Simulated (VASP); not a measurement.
# Re: single point with r2SCAN

The system is Re.

```xyz
2
Lattice="2.6789 0.0000 0.0000 -1.3394 2.3200 0.0000 0.0000 0.0000 4.7671" Properties=species:S:1:pos:R:3 pbc="T T T"
Re    0.0000    1.5466    1.1918
Re    1.3394    0.7733    3.5753
```

This cell differs from its parent crystal: ratio of the length along z to the lengths across it x 1.1, volume and fractional coordinates fixed.

```json
{
 "Program": "VASP 6.6.1",
 "Task": "single point",
 "Functional": "r2SCAN",
 "Potentials or basis": "VASP PAW PBE potentials, release 64 (Re)",
 "Cutoff": "520 eV",
 "k mesh": "21 × 21 × 12",
 "Occupations": "gaussian, width 0.15 eV",
 "Spin": "no spin polarisation",
 "Dipole correction": "no",
 "Further INCAR settings": "ALGO = Normal; EDIFF = 1e-07; NBANDS = 14"
}
```

```
Pressure               : 0.9 GPa
Band gap on the k mesh : zero (bands 7 and 8 overlap by 3.07 eV)
```

Stress tensor (GPa, compression positive):
```
 16.06   0.00   0.00
  0.00  16.06   0.00
  0.00   0.00 -29.48
```

Levels at points of the mesh, in eV from the Fermi level:
| k point | band 5 | band 6 | band 7 | band 8 | band 9 | band 10 |
| --- | --- | --- | --- | --- | --- | --- |
| (0.00, 0.00, 0.00) | -1.66 | -1.07 | -1.07 | -0.74 | 0.98 | 0.98 |
| (0.00, 0.00, 0.50) | -1.62 | -1.62 | -1.62 | -1.62 | 2.55 | 2.55 |

Run time: 9.8 min on 1 thread of Oxide Virtual Turin-like Processor (shared host), peak memory 0.21 GiB.

Caveat: the stress differs along the axes, from -29 to 16 GPa; the PAW data sets were made with another functional, which shifts forces and pressure a little; spin-orbit coupling is left out, which moves the levels of the heavy elements.
